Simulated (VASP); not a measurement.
# InP (F-43m) in VASP: notebook

Aim: see how the results for InP move with the level of theory and the settings. Levels: PBE, r2SCAN. Tasks: single point.

All numbers are computed with VASP 6.6.1; they aren't measurements. Logs are shortened: lines on timing, memory, paths and dates and some standing lists are left out, and cuts for length are marked.

## (1) The cell of the first run

It takes space group F-43m (No. 216, cubic). The conventional cell has a = 5.908 Å, b = 5.908 Å, c = 5.908 Å, α = 90.00°, β = 90.00°, γ = 90.00°. Within 3.4 Å of In (site symmetry -43m) lie 4 P at 2.56 Å. P (site symmetry -43m) has 4 In at 2.56 Å within 3.4 Å.

## (2) Single point, PBE

INCAR

```
PREC = Accurate
ENCUT = 520
EDIFF = 1E-6
ISMEAR = -1
SIGMA = 0.02
LREAL = F
LASPH = T
NELM = 60
ALGO = Normal
ISIF = 2
LWAVE = F
LCHARG = T
GGA = PE
LELF = T
LVHAR = T
NBANDS = 16
```

KPOINTS

```
Automatic mesh
0
Gamma
  8 8 8
```

POSCAR

```
InP
1.0
    0.0000000000      2.9537876392      2.9537876392
    2.9537876392      0.0000000000      2.9537876392
    2.9537876392      2.9537876392      0.0000000000
In P
1 1
Direct
    0.0000000000      0.0000000000      0.0000000000
    0.2500000000      0.2500000000      0.2500000000
```

Potentials or basis: VASP PAW PBE potentials, release 64 (In_d, P).

Run with:

```console
> cat potpaw_PBE.64/In_d/POTCAR potpaw_PBE.64/P/POTCAR > POTCAR
> mpirun -np 1 vasp_std > vasp.out
```

OUTCAR:

```text
PREC = Accurate
   ENCUT = 520
   EDIFF = 1E-6
   ISMEAR = -1
   LREAL = F
   LASPH = T
   NELM = 60
   ISIF = 2
   GGA = PE

 ion  position               nearest neighbor table
   1  0.000  0.000  0.000-   2 2.56   2 2.56   2 2.56   2 2.56
   2  0.250  0.250  0.250-   1 2.56   1 2.56   1 2.56   1 2.56

  LATTYP: Found a face centered cubic cell.
 ALAT       =     5.9075752784

  Lattice vectors:

 A1 = (   0.0000000000,   2.9537876392,   2.9537876392)
 A2 = (   2.9537876392,   0.0000000000,   2.9537876392)
 A3 = (   2.9537876392,   2.9537876392,   0.0000000000)

Analysis of symmetry for initial positions (statically):
=====================================================================
 Subroutine PRICEL returns:
 Original cell was already a primitive cell.

 Routine SETGRP: Setting up the symmetry group for a
 face centered cubic supercell.

 Subroutine GETGRP returns: Found 24 space group operations
 (whereof 24 operations were pure point group operations)
 out of a pool of 48 trial point group operations.

The static configuration has the point symmetry T_d .

Analysis of symmetry for dynamics (positions and initial velocities):
=====================================================================
 Subroutine PRICEL returns:
 Original cell was already a primitive cell.

 Routine SETGRP: Setting up the symmetry group for a
 face centered cubic supercell.

 Subroutine GETGRP returns: Found 24 space group operations
 (whereof 24 operations were pure point group operations)
 out of a pool of 48 trial point group operations.

The dynamic configuration has the point symmetry T_d .

 Subroutine INISYM returns: Found 24 space group operations
 (whereof 24 operations are pure point group operations),
 and found     1 'primitive' translations

----------------------------------------------------------------------------------------

                                     Primitive cell

  volume of cell :      51.5428

  direct lattice vectors                    reciprocal lattice vectors
     0.000000000  2.953787639  2.953787639    -0.169274187  0.169274187  0.169274187
     2.953787639  0.000000000  2.953787639     0.169274187 -0.169274187  0.169274187
     2.953787639  2.953787639  0.000000000     0.169274187  0.169274187 -0.169274187

  length of vectors
     4.177286540  4.177286540  4.177286540     0.293191492  0.293191492  0.293191492

  position of ions in fractional coordinates (direct lattice)
     0.000000000  0.000000000  0.000000000
     0.250000000  0.250000000  0.250000000

  ion indices of the primitive-cell ions
   primitive index   ion index
                 1           1
                 2           2

----------------------------------------------------------------------------------------

 KPOINTS: Automatic mesh

Automatic generation of k-mesh.
 Grid dimensions read from file:
 generate k-points for:    8    8    8

 Generating k-lattice:

  Cartesian coordinates                     Fractional coordinates (reciprocal lattice)
    -0.021159273  0.021159273  0.021159273     0.125000000  0.000000000  0.000000000
     0.021159273 -0.021159273  0.021159273     0.000000000  0.125000000  0.000000000
     0.021159273  0.021159273 -0.021159273     0.000000000  0.000000000  0.125000000

  Length of vectors
     0.036648936  0.036648936  0.036648936

  Shift w.r.t. Gamma in fractional coordinates (k-lattice)
     0.000000000  0.000000000  0.000000000

 Subroutine IBZKPT returns following result:
 ===========================================

 Found     29 irreducible k-points:

 Following reciprocal coordinates:
            Coordinates               Weight
  0.000000  0.000000  0.000000      1.000000
  0.125000  0.000000  0.000000      8.000000
  0.250000  0.000000  0.000000      8.000000
  0.375000  0.000000  0.000000      8.000000
  0.500000  0.000000  0.000000      4.000000
  0.125000  0.125000  0.000000      6.000000
[... 16 lines left out ...]
  0.500000  0.250000  0.125000     48.000000
 -0.375000  0.250000  0.125000     24.000000
 [... further k-points ...]
   k-points           NKPTS =     29   k-points in BZ     NKDIM =     29   number of bands    NBANDS=     16
   number of dos      NEDOS =    301   number of ions     NIONS =      2
   total plane-waves  NPLWV =  32768
   dimension x,y,z NGX =    32 NGY =   32 NGZ =   32
   dimension x,y,z NGXF=    64 NGYF=   64 NGZF=   64
   ions per type =               1   1
   NGX,Y,Z   is equivalent  to a cutoff of  12.74, 12.74, 12.74 a.u.
   NGXF,Y,Z  is equivalent  to a cutoff of  25.47, 25.47, 25.47 a.u.
 SYSTEM =  unknown system
   PREC   = accura    normal or accurate (medium, high low for compatibility)
   ISTART =      0    job   : 0-new  1-cont  2-samecut
   ICHARG =      2    charge: 1-file 2-atom 10-const
   ISPIN  =      1    spin polarized calculation?
   LNONCOLLINEAR =      F non collinear calculations
   LSORBIT =      F    spin-orbit coupling
   LASPH  =      T    aspherical Exc in radial PAW
   ENCUT  =  520.0 eV  38.22 Ry    6.18 a.u.   7.77  7.77  7.77*2*pi/ulx,y,z
   NELM   =     60;   NELMIN=  2; NELMDL= -5     # of ELM steps
   EDIFF  = 0.1E-05   stopping-criterion for ELM
   LREAL  =      F    real-space projection
   EDIFFG = 0.1E-04   stopping-criterion for IOM
   NSW    =      0    number of steps for IOM
   IBRION =     -1    ionic relax: 0-MD 1-quasi-New 2-CG
   NFREE  =      0    steps in history (QN), initial steepest desc. (CG)
   ISIF   =      2    stress and relaxation
   ISYM   =      2    0-nonsym 1-usesym 2-fastsym
   POTIM  = 0.5000    time-step for ionic-motion
   TEBEG  =    0.0;   TEEND  =   0.0 temperature during run
   PSTRESS=    0.0 pullay stress
   NELECT =      18.0000    total number of electrons
   NUPDOWN=      -1.0000    fix difference up-down
   EMIN   =  10.00;   EMAX   =-10.00  energy-range for DOS
   EFERMI =   0.00;   METHOD = LEGACY
   ISMEAR =    -1;   SIGMA  =   0.02  broadening in eV -4-tet -1-fermi 0-gaus
   EFERMI_NEDOS =   21; number of points for ismear=-14 and -15
   IALGO  =     38    algorithm
   IMIX   =      4    mixing-type and parameters
     AMIX     =   0.40;   BMIX     =  1.00
     AMIX_MAG =   1.60;   BMIX_MAG =  1.00
  volume/ion in A,a.u.               =      25.77       173.91
  Fermi-wavevector in a.u.,A,eV,Ry     =   1.152860  2.178589 18.083301  1.329085
  Thomas-Fermi vector in A             =   2.289508
   LORBIT       =      0    0 simple, 1 ext, 2 COOP (PROOUT), +10 PAW based schemes
   GGA     = PE    functional components
   LHFCALC =     F    Hartree Fock is set to
   AEXX    =    0.0000 exact exchange contribution
   IVDW    =     0    specifies the selected vdW correction
   LEPSILON=     F    determine dielectric tensor
   LRPA    =     F    only Hartree local field effects (RPA)
 non-spin polarized calculation
  energy-cutoff  :      520.00
  volume of cell :       51.54
 maximum number of plane-waves:      1411
   NGX = 15   NGY = 15   NGZ = 15

 number of electron      18.0000009 magnetization

 Free energy of the ion-electron system (eV)
  ---------------------------------------------------
  ext. energy  EPLUGINS =         0.00000000
  ---------------------------------------------------
  free energy    TOTEN  =        -8.39939214 eV

  energy without entropy =       -8.39939213  energy(sigma->0) =       -8.39939214

 E-fermi :   5.2348     XC(G=0):  -9.1781

 val. band max:        4.9323496274   @ k =   0.0000   0.0000   0.0000
 cond. band min:       5.5146610123   @ k =   0.0000   0.0000   0.0000
 fundamental gap:      0.5823113849
 Fermi energy:         5.2347788032

 k-point     1 :       0.0000    0.0000    0.0000
  band No.  band energies     occupation
      1      -9.2083      2.00000
      2      -9.2083      2.00000
      3      -9.2083      2.00000
      4      -9.0679      2.00000
      5      -9.0679      2.00000
      6      -6.4248      2.00000
[... 8 lines left out ...]
     15      14.3439      0.00000
     16      14.3439      0.00000

 k-point     2 :       0.1250    0.0000    0.0000
  band No.  band energies     occupation
      1      -9.2254      2.00000
      2      -9.2014      2.00000
      3      -9.2014      2.00000
      4      -9.0677      2.00000
      5      -9.0677      2.00000
      6      -6.2531      2.00000
[... 8 lines left out ...]
     15      13.7207      0.00000
     16      14.1782      0.00000

 k-point     3 :       0.2500    0.0000    0.0000
  band No.  band energies     occupation
      1      -9.2646      2.00000
      2      -9.1868      2.00000
      3      -9.1868      2.00000
      4      -9.0653      2.00000
      5      -9.0653      2.00000
      6      -5.7740      2.00000
[... 8 lines left out ...]
     15      13.4996      0.00000
     16      14.0224      0.00000

 k-point     4 :       0.3750    0.0000    0.0000
  band No.  band energies     occupation
      1      -9.3017      2.00000
      2      -9.1757      2.00000
      3      -9.1757      2.00000
      4      -9.0591      2.00000
      5      -9.0591      2.00000
      6      -5.1368      2.00000
[... 8 lines left out ...]
     15      14.4071      0.00000
     16      14.4071      0.00000

 k-point     5 :       0.5000    0.0000    0.0000
  band No.  band energies     occupation
      1      -9.3165      2.00000
      2      -9.1724      2.00000
      3      -9.1724      2.00000
      4      -9.0553      2.00000
      5      -9.0553      2.00000
      6      -4.7779      2.00000
[... 8 lines left out ...]
     15      15.5184      0.00000
     16      15.5184      0.00000

 k-point     6 :       0.1250    0.1250    0.0000
  band No.  band energies     occupation
      1      -9.2381      2.00000
      2      -9.1947      2.00000
      3      -9.1947      2.00000
      4      -9.0733      2.00000
      5      -9.0631      2.00000
      6      -6.1964      2.00000
[... 8 lines left out ...]
     15      14.4864      0.00000
     16      14.5776      0.00000

 k-point     7 :       0.2500    0.1250    0.0000
  band No.  band energies     occupation
      1      -9.2701      2.00000
      2      -9.1821      2.00000
      3      -9.1792      2.00000
      4      -9.0771      2.00000
      5      -9.0584      2.00000
      6      -5.8192      2.00000
[... 8 lines left out ...]
     15      14.3711      0.00000
     16      15.2555      0.00000

 k-point     8 :       0.3750    0.1250    0.0000
  band No.  band energies     occupation
      1      -9.3024      2.00000
      2      -9.1726      2.00000
      3      -9.1666      2.00000
      4      -9.0739      2.00000
      5      -9.0537      2.00000
      6      -5.2202      2.00000
[... 8 lines left out ...]
     15      14.8812      0.00000
     16      14.9593      0.00000

 k-point     9 :       0.5000    0.1250    0.0000
  band No.  band energies     occupation
      1      -9.3201      2.00000
      2      -9.1687      2.00000
      3      -9.1625      2.00000
      4      -9.0649      2.00000
      5      -9.0536      2.00000
      6      -4.7129      2.00000
[... 8 lines left out ...]
     15      15.4720      0.00000
     16      15.5458      0.00000
[... 172 lines left out ...]
 k-point    19 :       0.5000    0.3750    0.0000
  band No.  band energies     occupation
      1      -9.3663      2.00000
      2      -9.1259      2.00000
      3      -9.1194      2.00000
      4      -9.1046      2.00000
      5      -9.0400      2.00000
      6      -4.2802      2.00000
[... 8 lines left out ...]
     15      15.7713      0.00000
     16      16.8088      0.00000

 k-point    20 :      -0.3750    0.3750    0.0000
  band No.  band energies     occupation
      1      -9.3531      2.00000
      2      -9.1407      2.00000
      3      -9.1255      2.00000
      4      -9.0919      2.00000
      5      -9.0490      2.00000
      6      -4.1646      2.00000
[... 8 lines left out ...]
     15      14.7760      0.00000
     16      17.6778      0.00000

 k-point    21 :       0.5000    0.5000    0.0000
  band No.  band energies     occupation
      1      -9.3791      2.00000
      2      -9.1141      2.00000
      3      -9.1120      2.00000
      4      -9.1120      2.00000
      5      -9.0355      2.00000
      6      -4.1509      2.00000
[... 8 lines left out ...]
     15      15.6819      0.00000
     16      16.6728      0.00000

 k-point    22 :       0.3750    0.2500    0.1250
  band No.  band energies     occupation
      1      -9.2999      2.00000
      2      -9.1690      2.00000
      3      -9.1631      2.00000
      4      -9.0816      2.00000
      5      -9.0538      2.00000
      6      -5.3760      2.00000
[... 8 lines left out ...]
     15      15.0578      0.00000
     16      16.4652      0.00000

 k-point    23 :       0.5000    0.2500    0.1250
  band No.  band energies     occupation
      1      -9.3218      2.00000
      2      -9.1640      2.00000
      3      -9.1497      2.00000
      4      -9.0780      2.00000
      5      -9.0535      2.00000
      6      -4.7938      2.00000
[... 8 lines left out ...]
     15      15.6786      0.00000
     16      16.2678      0.00000

 k-point    24 :      -0.3750    0.2500    0.1250
  band No.  band energies     occupation
      1      -9.3299      2.00000
      2      -9.1634      2.00000
      3      -9.1451      2.00000
      4      -9.0725      2.00000
      5      -9.0558      2.00000
      6      -4.4737      2.00000
[... 8 lines left out ...]
     15      15.5769      0.00000
     16      16.1721      0.00000

 [... further k-points ...]

------------------------ aborting loop because EDIFF is reached ----------------------------------------

  FORCE on cell =-STRESS in cart. coord.  units (eV):
  Direction    XX          YY          ZZ          XY          YZ          ZX
  --------------------------------------------------------------------------------------
  -------------------------------------------------------------------------------------
  Total        0.5134471      0.5134471      0.5134471      0.0000000      0.0000000      0.0000000
  in kB       15.9602072     15.9602072     15.9602072      0.0000000      0.0000000      0.0000000
  external PRESSURE =      15.9602072 kB  Pullay stress =       0.0000000 kB

 VOLUME and BASIS-vectors are now :
 -----------------------------------------------------------------------------
  energy-cutoff  :      520.00
  volume of cell :       51.54
      direct lattice vectors                 reciprocal lattice vectors
     0.000000000  2.953787639  2.953787639    -0.169274187  0.169274187  0.169274187
     2.953787639  0.000000000  2.953787639     0.169274187 -0.169274187  0.169274187
     2.953787639  2.953787639  0.000000000     0.169274187  0.169274187 -0.169274187

 POSITION                                       TOTAL-FORCE (eV/Angst)
 -----------------------------------------------------------------------------------
      0.00000      0.00000      0.00000         0.000000     -0.000000      0.000000
      1.47689      1.47689      1.47689        -0.000000      0.000000     -0.000000
 -----------------------------------------------------------------------------------
    total drift:                               -0.000000     -0.000000     -0.000000

  FREE ENERGIE OF THE ION-ELECTRON SYSTEM (eV)
  ---------------------------------------------------
  free  energy   TOTEN  =        -8.3993921370 eV

  energy  without entropy=       -8.3993921350  energy(sigma->0) =       -8.39939214
```

Run time: 12 s. Hardware: 1 thread of AMD EPYC 9R45 (Zen 5), shared host; peak memory 0.15 GiB.

What came out:

* Free energy: -8.3994 eV
* Pressure: 1.6 GPa
* Band gap on the k mesh: 0.58 eV, direct

Caveat: spin-orbit coupling is left out, which moves the levels of the heavy elements.

[end of part 1 of 2]
